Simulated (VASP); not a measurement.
Runs of VASP 6.6.1 on Ge. The structure is that of space group Fd-3m (No. 227), or close to it. The cells are those of the table. 

| task | cell | k mesh | cutoff (eV) | gap on the mesh (eV) | pressure (GPa) | relaxed volume (Å³/atom) |
| --- | --- | --- | --- | --- | --- | --- |
| relaxation of cell and atoms | relaxed from a = 3.998 Å, angles 60.0°, 2 atoms | 6 × 6 × 6 | 600 | 0.33 | 0.0 | (b) |
| single point | a = 4.012 Å, angles 60.0°, 2 atoms | 9 × 9 × 9 | 520 | 0.32 | 0.0 | - |
| single point | a = 3.998 Å, angles 60.0°, 2 atoms | 8 × 8 × 8 | 520 | 0.42 | (a) | - |
| relaxation of cell and atoms | relaxed from a = 3.998 Å, angles 60.0°, 2 atoms | 9 × 9 × 9 | 600 | 0.31 | 0.0 | 22.86 |
| single point | a = 4.010 Å, angles 60.0°, 2 atoms | 6 × 6 × 6 | 520 | 0.33 | 0.0 | - |

Alike in all rows: level r2SCAN; potentials or basis VASP PAW PBE potentials, release 64 (Ge_d); no spin polarisation; smearing tetrahedron.

Question: Fill in the values left out.

Answer: (a) 0.8; (b) 22.83.

Caveats: the PAW data sets were made with another functional, which shifts forces and pressure a little.

A k mesh can miss the band edges, and the runs leave out spin-orbit coupling on Ge.
